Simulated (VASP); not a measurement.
# Sn in VASP: notebook

Runs on Sn. Level: PBE. Tasks: single point.

All numbers are computed with VASP 6.6.1; they aren't measurements. Logs are shortened: lines on timing, memory, paths and dates and some standing lists are left out, and cuts for length are marked.

### 1 The cell of the first run

The structure is trigonal, space group R-3m (No. 166). The conventional cell has a = 4.702 Å, b = 4.702 Å, c = 11.518 Å, α = 90.00°, β = 90.00°, γ = 120.00°. Within 3.7 Å of Sn (site symmetry 3m) lie 4 Sn at 2.82 to 2.90 Å.

### 2 Single point, PBE

INCAR reads:

```
ALGO = Normal
EDIFF = 1E-6
ENCUT = 520
GGA = PE
ISIF = 2
ISMEAR = -1
LASPH = T
LCHARG = F
LREAL = F
LWAVE = F
NBANDS = 21
NELM = 100
PREC = Accurate
SIGMA = 0.1
```

KPOINTS reads:

```
k-points
0
Gamma
  4 4 4
```

POSCAR reads:

```
Sn
1.0
    0.0000000000      3.3250000000      3.3250000000
    3.3250000000      0.0000000000      3.3250000000
    3.3250000000      3.3250000000      0.0000000000
Sn
2
Direct
    0.0052091754      0.0052091754      0.0052091754
    0.2500000000      0.2500000000      0.2500000000
```

Potentials or basis: VASP PAW PBE potentials, release 64 (Sn_d).

Launch:

```console
cat potpaw_PBE.64/Sn_d/POTCAR > POTCAR
mpirun -np 1 vasp_std > vasp.out
```

OUTCAR:

```text
EDIFF = 1E-6
   ENCUT = 520
   GGA = PE
   ISIF = 2
   ISMEAR = -1
   LASPH = T
   LREAL = F
   NELM = 100
   PREC = Accurate

 ion  position               nearest neighbor table
   1  0.005  0.005  0.005-   2 2.82   2 2.90   2 2.90   2 2.90
   2  0.250  0.250  0.250-   1 2.82   1 2.90   1 2.90   1 2.90

  LATTYP: Found a face centered cubic cell.
 ALAT       =     6.6500000000

  Lattice vectors:

 A1 = (   0.0000000000,   3.3250000000,   3.3250000000)
 A2 = (   3.3250000000,   0.0000000000,   3.3250000000)
 A3 = (   3.3250000000,   3.3250000000,   0.0000000000)

Analysis of symmetry for initial positions (statically):
=====================================================================
 Subroutine PRICEL returns:
 Original cell was already a primitive cell.

 Routine SETGRP: Setting up the symmetry group for a
 face centered cubic supercell.

 Subroutine GETGRP returns: Found 12 space group operations
 (whereof  6 operations were pure point group operations)
 out of a pool of 48 trial point group operations.

The static configuration has the point symmetry C_3v.
 The point group associated with its full space group is D_3d.

Analysis of symmetry for dynamics (positions and initial velocities):
=====================================================================
 Subroutine PRICEL returns:
 Original cell was already a primitive cell.

 Routine SETGRP: Setting up the symmetry group for a
 face centered cubic supercell.

 Subroutine GETGRP returns: Found 12 space group operations
 (whereof  6 operations were pure point group operations)
 out of a pool of 48 trial point group operations.

The dynamic configuration has the point symmetry C_3v.
 The point group associated with its full space group is D_3d.

 Subroutine INISYM returns: Found 12 space group operations
 (whereof  6 operations are pure point group operations),
 and found     1 'primitive' translations

----------------------------------------------------------------------------------------

                                     Primitive cell

  volume of cell :      73.5199

  direct lattice vectors                    reciprocal lattice vectors
     0.000000000  3.325000000  3.325000000    -0.150375940  0.150375940  0.150375940
[... 67 lines left out ...]
   ICHARG =      2    charge: 1-file 2-atom 10-const
   ISPIN  =      1    spin polarized calculation?
   LNONCOLLINEAR =      F non collinear calculations
   LSORBIT =      F    spin-orbit coupling
   LASPH  =      T    aspherical Exc in radial PAW
   ENCUT  =  520.0 eV  38.22 Ry    6.18 a.u.   8.74  8.74  8.74*2*pi/ulx,y,z
   NELM   =    100;   NELMIN=  2; NELMDL= -5     # of ELM steps
   EDIFF  = 0.1E-05   stopping-criterion for ELM
   LREAL  =      F    real-space projection
   EDIFFG = 0.1E-04   stopping-criterion for IOM
   NSW    =      0    number of steps for IOM
   IBRION =     -1    ionic relax: 0-MD 1-quasi-New 2-CG
   NFREE  =      0    steps in history (QN), initial steepest desc. (CG)
   ISIF   =      2    stress and relaxation
   ISYM   =      2    0-nonsym 1-usesym 2-fastsym
   POTIM  = 0.5000    time-step for ionic-motion
   TEBEG  =    0.0;   TEEND  =   0.0 temperature during run
   PSTRESS=    0.0 pullay stress
   NELECT =      28.0000    total number of electrons
   NUPDOWN=      -1.0000    fix difference up-down
   EMIN   =  10.00;   EMAX   =-10.00  energy-range for DOS
   EFERMI =   0.00;   METHOD = LEGACY
   ISMEAR =    -1;   SIGMA  =   0.10  broadening in eV -4-tet -1-fermi 0-gaus
   EFERMI_NEDOS =   21; number of points for ismear=-14 and -15
   IALGO  =     38    algorithm
   IMIX   =      4    mixing-type and parameters
     AMIX     =   0.40;   BMIX     =  1.00
     AMIX_MAG =   1.60;   BMIX_MAG =  1.00
  volume/ion in A,a.u.               =      36.76       248.07
  Fermi-wavevector in a.u.,A,eV,Ry     =   1.186659  2.242460 19.159167  1.408159
  Thomas-Fermi vector in A             =   2.322827
   LORBIT       =      0    0 simple, 1 ext, 2 COOP (PROOUT), +10 PAW based schemes
   GGA     = PE    functional components
   LHFCALC =     F    Hartree Fock is set to
   AEXX    =    0.0000 exact exchange contribution
   IVDW    =     0    specifies the selected vdW correction
   LEPSILON=     F    determine dielectric tensor
   LRPA    =     F    only Hartree local field effects (RPA)
 non-spin polarized calculation
  energy-cutoff  :      520.00
  volume of cell :       73.52
 maximum number of plane-waves:      2006
 NGX is ok and might be reduce to    36
   NGX = 17   NGY = 17   NGZ = 17

 number of electron      28.0000002 magnetization

 Free energy of the ion-electron system (eV)
  ---------------------------------------------------
  ext. energy  EPLUGINS =         0.00000000
  ---------------------------------------------------
  free energy    TOTEN  =        -7.51467716 eV

  energy without entropy =       -7.49604936  energy(sigma->0) =       -7.50536326

 E-fermi :   4.7490     XC(G=0):  -8.5330

 val. band max:        4.7386206617   @ k =   0.5000   0.0000   0.0000
 cond. band min:       4.8035587411   @ k =   0.0000   0.0000   0.0000
 fundamental gap:      0.0649380794
 Fermi energy:         4.7490380604

 k-point     1 :       0.0000    0.0000    0.0000
  band No.  band energies     occupation
      1     -16.6365      2.00000
      2     -16.6060      2.00000
      3     -16.6060      2.00000
      4     -16.5666      2.00000
      5     -16.5666      2.00000
      6     -16.3175      2.00000
[... 301 lines left out ...]
     20      13.6076      0.00000
     21      14.8742      0.00000

------------------------ aborting loop because EDIFF is reached ----------------------------------------

  FORCE on cell =-STRESS in cart. coord.  units (eV):
  Direction    XX          YY          ZZ          XY          YZ          ZX
  --------------------------------------------------------------------------------------
  -------------------------------------------------------------------------------------
  Total        0.2948338      0.2948338      0.2948338      0.2961412      0.2961412      0.2961412
  in kB        6.4251450      6.4251450      6.4251450      6.4536357      6.4536357      6.4536357
  external PRESSURE =       6.4251450 kB  Pullay stress =       0.0000000 kB

 VOLUME and BASIS-vectors are now :
 -----------------------------------------------------------------------------
  energy-cutoff  :      520.00
  volume of cell :       73.52
      direct lattice vectors                 reciprocal lattice vectors
     0.000000000  3.325000000  3.325000000    -0.150375940  0.150375940  0.150375940
     3.325000000  0.000000000  3.325000000     0.150375940 -0.150375940  0.150375940
     3.325000000  3.325000000  0.000000000     0.150375940  0.150375940 -0.150375940

 POSITION                                       TOTAL-FORCE (eV/Angst)
 -----------------------------------------------------------------------------------
      0.03464      0.03464      0.03464        -0.236349     -0.236349     -0.236349
      1.66250      1.66250      1.66250         0.236349      0.236349      0.236349
 -----------------------------------------------------------------------------------
    total drift:                               -0.000005     -0.000005     -0.000005

  FREE ENERGIE OF THE ION-ELECTRON SYSTEM (eV)
  ---------------------------------------------------
  free  energy   TOTEN  =        -7.5146771574 eV

  energy  without entropy=       -7.4960493629  energy(sigma->0) =       -7.50536326
```

OSZICAR:

```text
N       E                     dE             d eps       ncg     rms          rms(c)
DAV:   1     0.223346916671E+03    0.22335E+03   -0.14524E+04   546   0.189E+03
DAV:   2     0.165492637983E+02   -0.20680E+03   -0.20258E+03   551   0.430E+02
DAV:   3    -0.672932914770E+01   -0.23279E+02   -0.23142E+02   636   0.137E+02
DAV:   4    -0.752930594999E+01   -0.79998E+00   -0.79937E+00   611   0.283E+01
DAV:   5    -0.756291872687E+01   -0.33613E-01   -0.33612E-01   817   0.539E+00    0.294E+00
DAV:   6    -0.752767866990E+01    0.35240E-01   -0.26336E-02   745   0.198E+00    0.172E+00
DAV:   7    -0.751182294426E+01    0.15856E-01   -0.43076E-02   619   0.209E+00    0.161E-01
DAV:   8    -0.751410843346E+01   -0.22855E-02   -0.57527E-03   611   0.824E-01    0.533E-02
DAV:   9    -0.751464275906E+01   -0.53433E-03   -0.59043E-04   627   0.148E-01    0.130E-02
DAV:  10    -0.751467123989E+01   -0.28481E-04   -0.45640E-05   663   0.568E-02    0.626E-03
DAV:  11    -0.751467718851E+01   -0.59486E-05   -0.96124E-06   492   0.194E-02    0.734E-04
DAV:  12    -0.751467715744E+01    0.31064E-07   -0.45593E-07   497   0.669E-03
   1 F= -.75146772E+01 E0= -.75053633E+01  d E =-.186278E-01
```

It took 11 s on 1 thread of AMD EPYC 9R45 (Zen 5), shared host; peak memory 0.17 GiB.

Results:

```
Free energy            : -7.5147 eV
Pressure               : 0.6 GPa
Largest force          : 0.409 eV/Å
Band gap on the k mesh : zero (bands 14 and 15 overlap by 0.38 eV)
```

Forces on the atoms (eV/Å):
```
Sn  -0.236 -0.236 -0.236
Sn   0.236  0.236  0.236
```

Stress tensor (GPa, compression positive):
```
0.64 0.65 0.65
0.65 0.64 0.65
0.65 0.65 0.64
```

Levels at points of the mesh, in eV from the Fermi level:
```csv
k point,band 10,band 11,band 12,band 13,band 14,band 15,band 16,band 17,band 18,band 19
"(0.00, 0.00, 0.00)",-21.05,-9.96,-0.95,0.05,0.37,0.37,2.22,2.22,2.50,5.15
"(0.50, 0.00, 0.00)",-21.01,-8.52,-5.79,-0.95,-0.73,-0.01,3.18,3.52,5.85,8.36
"(0.50, 0.50, 0.50)",-21.01,-8.38,-6.09,-0.82,-0.82,0.16,3.41,3.41,5.92,8.21
"(0.50, 0.50, 0.00)",-20.99,-7.20,-7.01,-2.09,-2.03,0.99,1.14,7.38,7.50,8.88
```

Caveat: the k points lie up to 0.41 Å⁻¹ apart; spin-orbit coupling is left out, which moves the levels of the heavy elements.

### 3 Single point, PBE

INCAR reads:

```
PREC     = Accurate       # precision mode
ENCUT    = 520            # plane-wave cutoff, eV
EDIFF    = 1E-7           # SCF threshold, eV
ISMEAR   = -1             # smearing method
SIGMA    = 0.02           # smearing width, eV
LREAL    = F              # projectors in reciprocal space
LASPH    = T              # aspherical terms in the spheres
NELM     = 100            # most SCF steps
ALGO     = Normal         # electronic algorithm
ISIF     = 2              # what is computed and relaxed
LWAVE    = F              # write WAVECAR
LCHARG   = F              # write CHGCAR
GGA      = PE             # functional
NBANDS   = 21             # bands
```

KPOINTS reads:

```
regular mesh
0
Gamma
  6 6 6
```

Changes to POSCAR since step 2:

```diff
@@ -8,3 +8,3 @@
 Direct
-    0.0052091754      0.0052091754      0.0052091754
+    0.0000000000      0.0000000000      0.0000000000
     0.2500000000      0.2500000000      0.2500000000
```

Potentials or basis: VASP PAW PBE potentials, release 64 (Sn_d).

Launch:

```console
cat potpaw_PBE.64/Sn_d/POTCAR > POTCAR
mpirun -np 1 vasp_std > vasp.out
```

OUTCAR:

```text
PREC = Accurate
   ENCUT = 520
   EDIFF = 1E-7
   ISMEAR = -1
   LREAL = F
   LASPH = T
   NELM = 100
   ISIF = 2
   GGA = PE

 ion  position               nearest neighbor table
   1  0.000  0.000  0.000-   2 2.88   2 2.88   2 2.88   2 2.88
   2  0.250  0.250  0.250-   1 2.88   1 2.88   1 2.88   1 2.88

  LATTYP: Found a face centered cubic cell.
 ALAT       =     6.6500000000

  Lattice vectors:

[... 558 lines left out ...]
     20      13.5240      0.00000
     21      14.8052      0.00000

------------------------ aborting loop because EDIFF is reached ----------------------------------------

  FORCE on cell =-STRESS in cart. coord.  units (eV):
  Direction    XX          YY          ZZ          XY          YZ          ZX
  --------------------------------------------------------------------------------------
  -------------------------------------------------------------------------------------
  Total        0.0306049      0.0306049      0.0306049      0.0000000      0.0000000     -0.0000000
  in kB        0.6669544      0.6669544      0.6669544      0.0000000      0.0000000     -0.0000000
  external PRESSURE =       0.6669544 kB  Pullay stress =       0.0000000 kB

 VOLUME and BASIS-vectors are now :
 -----------------------------------------------------------------------------
  energy-cutoff  :      520.00
  volume of cell :       73.52
      direct lattice vectors                 reciprocal lattice vectors
     0.000000000  3.325000000  3.325000000    -0.150375940  0.150375940  0.150375940
     3.325000000  0.000000000  3.325000000     0.150375940 -0.150375940  0.150375940
     3.325000000  3.325000000  0.000000000     0.150375940  0.150375940 -0.150375940

 POSITION                                       TOTAL-FORCE (eV/Angst)
 -----------------------------------------------------------------------------------
      0.00000      0.00000      0.00000        -0.000000     -0.000000     -0.000000
      1.66250      1.66250      1.66250         0.000000      0.000000      0.000000
 -----------------------------------------------------------------------------------
    total drift:                                0.000000      0.000000      0.000000

  FREE ENERGIE OF THE ION-ELECTRON SYSTEM (eV)
  ---------------------------------------------------
  free  energy   TOTEN  =        -7.6603085031 eV

  energy  without entropy=       -7.6597859121  energy(sigma->0) =       -7.66004721
```

Wall time 14 s (1 thread of AMD EPYC 9R45 (Zen 5), shared host); peak memory 0.17 GiB.

What came out:

* Free energy: -7.6603 eV
* Pressure: 0.1 GPa
* Band gap on the k mesh: zero (bands 14 and 15 overlap by 0.23 eV)

Caveat: spin-orbit coupling is left out, which moves the levels of the heavy elements.

### 4 Single point, PBE

INCAR reads:

```
SYSTEM = Sn
  PREC = Accurate
  ENCUT = 520
  EDIFF = 1E-6
  ISMEAR = -1
  SIGMA = 0.02
  LREAL = .FALSE.
  LASPH = .TRUE.
  NELM = 60
  ALGO = Normal
  ISIF = 2
  LWAVE = .FALSE.
  LCHARG = .TRUE.
  GGA = PE
  LELF = .TRUE.
  LVHAR = .TRUE.
  NBANDS = 21
```

KPOINTS reads:

```
regular mesh
0
G
  6 6 6
  0 0 0
```

POSCAR is that of step 3.

Launch:

```console
cat potpaw_PBE.64/Sn_d/POTCAR > POTCAR
mpirun -np 1 vasp_std > vasp.out
```

Wall time 15 s (1 thread of AMD EPYC 9R45 (Zen 5), shared host); peak memory 0.17 GiB.

The run converged. Its results:

| Item | Value |
| --- | --- |
| Free energy | -7.6603 eV |
| Pressure | 0.1 GPa |
| Band gap on the k mesh | zero (bands 14 and 15 overlap by 0.23 eV) |

Levels at points of the mesh, in eV from the Fermi level:
```
           k point  band 11  band 12  band 13  band 14  band 15  band 16  band 17  band 18
(0.00, 0.00, 0.00)    -9.99    -0.99     0.23     0.23     0.23     2.29     2.29     2.29
(0.50, 0.00, 0.00)    -8.51    -5.90    -0.87    -0.87     0.00     3.34     3.34     5.83
(0.50, 0.50, 0.00)    -7.14    -7.14    -2.09    -2.09     1.04     1.04     7.40     7.40
```

Caveat: spin-orbit coupling is left out, which moves the levels of the heavy elements.
